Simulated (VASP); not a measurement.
# Al12O in VASP: single point with PBE

Aim: the single point of Al12O with PBE.

Everything below comes from runs of VASP 6.6.1. Logs are shortened: lines on timing, memory, paths and dates and some standing lists are left out, and cuts for length are marked.

## 1. The cell of the first run

The cell holds a slab with vacuum, 13 atoms: a = 5.714 Å, b = 5.714 Å, c = 19.675 Å, α = 90.00°, β = 90.00°, γ = 90.00°.

## 2. Single point, PBE

INCAR reads:

```
SYSTEM = Al12O
PREC     = Accurate       ! precision mode
ENCUT    = 520            ! plane-wave cutoff, eV
EDIFF    = 1E-6           ! SCF threshold, eV
ISMEAR   = 0              ! smearing method
SIGMA    = 0.1            ! smearing width, eV
LREAL    = .FALSE.        ! projectors in reciprocal space
LASPH    = .TRUE.         ! aspherical terms in the spheres
NELM     = 100            ! most SCF steps
ALGO     = Normal         ! electronic algorithm
ISIF     = 2              ! what is computed and relaxed
LWAVE    = .FALSE.        ! write WAVECAR
LCHARG   = .TRUE.         ! write CHGCAR
LDIPOL   = .TRUE.       
IDIPOL   = 3            
DIPOL    = 0.5 0.5 0.323
GGA      = PE             ! functional
LELF     = .TRUE.         ! ELF
LVHAR    = .TRUE.       
LVACPOTAV= .TRUE.       
NBANDS   = 33             ! bands
```

KPOINTS reads:

```
regular mesh
0
G
  5 5 1
  0 0 0
```

POSCAR reads:

```
Al12O
1.0
    5.7143028096      0.0000000000      0.0000000000
    0.0000000000      5.7143028096      0.0000000000
    0.0000000000      0.0000000000     19.6750228481
Al O
12 1
Direct
    0.2500000000      0.2500000000      0.2033034488
    0.2500000000      0.7500000000      0.2033034488
    0.7500000000      0.2500000000      0.2033034488
    0.7500000000      0.7500000000      0.2033034488
    0.0000000000      0.0000000000      0.3092772432
    0.0000000000      0.5000000000      0.3092772432
    0.5000000000      0.0000000000      0.3092772432
    0.5000000000      0.5000000000      0.3092772432
    0.2500000000      0.2500000000      0.4155025847
    0.2500000000      0.7500000000      0.4155025847
    0.7500000000      0.2500000000      0.4155025847
    0.7500000000      0.7500000000      0.4155025847
    0.3333333333      0.4166666667      0.4804435110
```

Potentials or basis: VASP PAW PBE potentials, release 64 (Al, O).

Command:

```bash
cat potpaw_PBE.64/Al/POTCAR potpaw_PBE.64/O/POTCAR > POTCAR
mpirun -np 1 vasp_std > vasp.out
```

OUTCAR:

```text
SYSTEM = Al12O
   PREC = Accurate
   ENCUT = 520
   EDIFF = 1E-6
   ISMEAR = 0
   LREAL = .FALSE.
   LASPH = .TRUE.
   NELM = 100
   ISIF = 2
   GGA = PE

 ion  position               nearest neighbor table
   1  0.250  0.250  0.203-   2 2.86   3 2.86   2 2.86   3 2.86   7 2.90   8 2.90   5 2.90   6 2.90

   2  0.250  0.750  0.203-   1 2.86   4 2.86   1 2.86   4 2.86   7 2.90   8 2.90   5 2.90   6 2.90

   3  0.750  0.250  0.203-   1 2.86   4 2.86   4 2.86   1 2.86   7 2.90   8 2.90   5 2.90   6 2.90
[... 4 lines left out ...]
                            11 2.91  12 2.91   9 2.91  10 2.91
   6  0.000  0.500  0.309-   5 2.86   8 2.86   5 2.86   8 2.86   1 2.90   2 2.90   3 2.90   4 2.90
                            11 2.91  12 2.91   9 2.91  10 2.91
   7  0.500  0.000  0.309-   5 2.86   8 2.86   8 2.86   5 2.86   1 2.90   2 2.90   3 2.90   4 2.90
                            11 2.91  12 2.91   9 2.91  10 2.91
   8  0.500  0.500  0.309-   6 2.86   7 2.86   7 2.86   6 2.86   1 2.90   2 2.90   3 2.90   4 2.90
                            11 2.91  12 2.91   9 2.91  10 2.91
   9  0.250  0.250  0.416-  13 1.66  11 2.86  10 2.86  10 2.86  11 2.86   6 2.91   7 2.91   8 2.91
                             5 2.91
  10  0.250  0.750  0.416-  13 2.34  12 2.86   9 2.86   9 2.86  12 2.86   6 2.91   7 2.91   8 2.91
                             5 2.91
  11  0.750  0.250  0.416-   9 2.86  12 2.86  12 2.86   9 2.86   5 2.91   6 2.91   7 2.91   8 2.91

  12  0.750  0.750  0.416-  10 2.86  11 2.86  11 2.86  10 2.86   5 2.91   6 2.91   7 2.91   8 2.91

  13  0.333  0.417  0.480-   9 1.66  10 2.34

  LATTYP: Found a simple tetragonal cell.
 ALAT       =     5.7143028096
 C/A-ratio  =     3.4431186977

  Lattice vectors:

 A1 = (   5.7143028096,   0.0000000000,   0.0000000000)
 A2 = (   0.0000000000,   5.7143028096,   0.0000000000)
 A3 = (   0.0000000000,   0.0000000000,  19.6750228481)

Analysis of symmetry for initial positions (statically):
=====================================================================
 Subroutine PRICEL returns:
 Original cell was already a primitive cell.

 Routine SETGRP: Setting up the symmetry group for a
 simple tetragonal supercell.

 Subroutine GETGRP returns: Found  1 space group operations
 (whereof  1 operations were pure point group operations)
 out of a pool of 16 trial point group operations.

The static configuration has the point symmetry C_1 .

Analysis of symmetry for dynamics (positions and initial velocities):
=====================================================================
 Subroutine PRICEL returns:
 Original cell was already a primitive cell.

 Routine SETGRP: Setting up the symmetry group for a
 simple tetragonal supercell.

 Subroutine GETGRP returns: Found  1 space group operations
[... 136 lines left out ...]
  Thomas-Fermi vector in A             =   1.731646
   LORBIT       =      0    0 simple, 1 ext, 2 COOP (PROOUT), +10 PAW based schemes
   GGA     = PE    functional components
   LHFCALC =     F    Hartree Fock is set to
   AEXX    =    0.0000 exact exchange contribution
   IVDW    =     0    specifies the selected vdW correction
   LEPSILON=     F    determine dielectric tensor
   LRPA    =     F    only Hartree local field effects (RPA)
 non-spin polarized calculation
 Gauss-broadening in eV      SIGMA  =   0.10
  energy-cutoff  :      520.00
  volume of cell :      642.45
 maximum number of plane-waves:     17320
   NGX = 21   NGY = 21   NGZ = 73

 dipolmoment           0.000000      0.000000     -0.076634 electrons x Angstroem

 number of electron      41.9999996 magnetization

 dipolmoment           0.000000      0.000000      0.195770 electrons x Angstroem

 Free energy of the ion-electron system (eV)
  ---------------------------------------------------
  ext. energy  EPLUGINS =         0.00000000
  ---------------------------------------------------
  free energy    TOTEN  =       -48.53793298 eV

  energy without entropy =      -48.49255347  energy(sigma->0) =      -48.51524322

 E-fermi :  -0.7997     XC(G=0):  -4.2637

 val. band max:       -0.8052284270   @ k =   0.0000   0.0000   0.0000
 cond. band min:      -0.7787380448   @ k =   0.0000   0.4000   0.0000
 fundamental gap:      0.0264903822
 Fermi energy:        -0.7996981124

 k-point     1 :       0.0000    0.0000    0.0000
  band No.  band energies     occupation
      1     -18.3298      2.00000
      2     -10.8547      2.00000
      3      -8.6707      2.00000
      4      -6.5686      2.00000
      5      -6.5127      2.00000
      6      -6.4235      2.00000
[... 457 lines left out ...]
     32       2.3453      0.00000
     33       2.5839      0.00000

------------------------ aborting loop because EDIFF is reached ----------------------------------------

  FORCE on cell =-STRESS in cart. coord.  units (eV):
  Direction    XX          YY          ZZ          XY          YZ          ZX
  --------------------------------------------------------------------------------------
  -------------------------------------------------------------------------------------
  Total       -6.2949479     -8.7431148     -0.8751947      1.8734146      2.2019905      0.1026183
  in kB      -15.6986019    -21.8039419     -2.1825967      4.6719989      5.4914152      0.2559137
  external PRESSURE =     -13.2283802 kB  Pullay stress =       0.0000000 kB

 VOLUME and BASIS-vectors are now :
 -----------------------------------------------------------------------------
  energy-cutoff  :      520.00
  volume of cell :      642.45
      direct lattice vectors                 reciprocal lattice vectors
     5.714302810  0.000000000  0.000000000     0.174999476  0.000000000  0.000000000
     0.000000000  5.714302810  0.000000000     0.000000000  0.174999476  0.000000000
     0.000000000  0.000000000 19.675022848     0.000000000  0.000000000  0.050825862

 POSITION                                       TOTAL-FORCE (eV/Angst)
 -----------------------------------------------------------------------------------
      1.42858      1.42858      4.00000         0.024941      0.025266      0.097917
      1.42858      4.28573      4.00000         0.001787      0.010469      0.075039
      4.28573      1.42858      4.00000        -0.008572      0.035278      0.091872
      4.28573      4.28573      4.00000        -0.009897     -0.052121      0.021809
      0.00000      0.00000      6.08504        -0.087462     -0.005422     -0.100617
      0.00000      2.85715      6.08504         0.086901      0.044127     -0.005762
      2.85715      0.00000      6.08504         0.108500      0.089726      0.047674
      2.85715      2.85715      6.08504         0.024922      0.008002     -0.065475
      1.42858      1.42858      8.17502        -0.690626     -1.237830     -1.050885
      1.42858      4.28573      8.17502         0.228592     -1.130353      0.878553
      4.28573      1.42858      8.17502        -0.156499      0.019329      0.009003
      4.28573      4.28573      8.17502         0.152741      0.185148     -0.068783
      1.90477      2.38096      9.45274         0.324672      2.008380      0.069655
 -----------------------------------------------------------------------------------
    total drift:                               -0.000127     -0.000079     -0.000089

  FREE ENERGIE OF THE ION-ELECTRON SYSTEM (eV)
  ---------------------------------------------------
  free  energy   TOTEN  =       -48.5379329779 eV

  energy  without entropy=      -48.4925534687  energy(sigma->0) =      -48.51524322

 vacuum level on the upper side and lower side of the slab         4.697         3.612
```

Wall time 7.1 min (1 thread of Intel Xeon Platinum 8488C (Sapphire Rapids), shared host); peak memory 0.65 GiB.

Results:

| Item | Value |
| --- | --- |
| Free energy | -48.5379 eV |
| Largest force | 2.036 eV/Å |
| Band gap on the k mesh | zero (band 21 reaches -0.16 eV, above the bottom of band 22 at -0.98 eV) |

Forces in eV/Å, atoms in the order of the input:
```
Al   0.025  0.025  0.098
Al   0.002  0.010  0.075
Al  -0.009  0.035  0.092
Al  -0.010 -0.052  0.022
Al  -0.087 -0.005 -0.101
Al   0.087  0.044 -0.006
Al   0.108  0.090  0.048
Al   0.025  0.008 -0.065
Al  -0.691 -1.238 -1.051
Al   0.229 -1.130  0.879
Al  -0.156  0.019  0.009
Al   0.153  0.185 -0.069
O    0.325  2.008  0.070
```
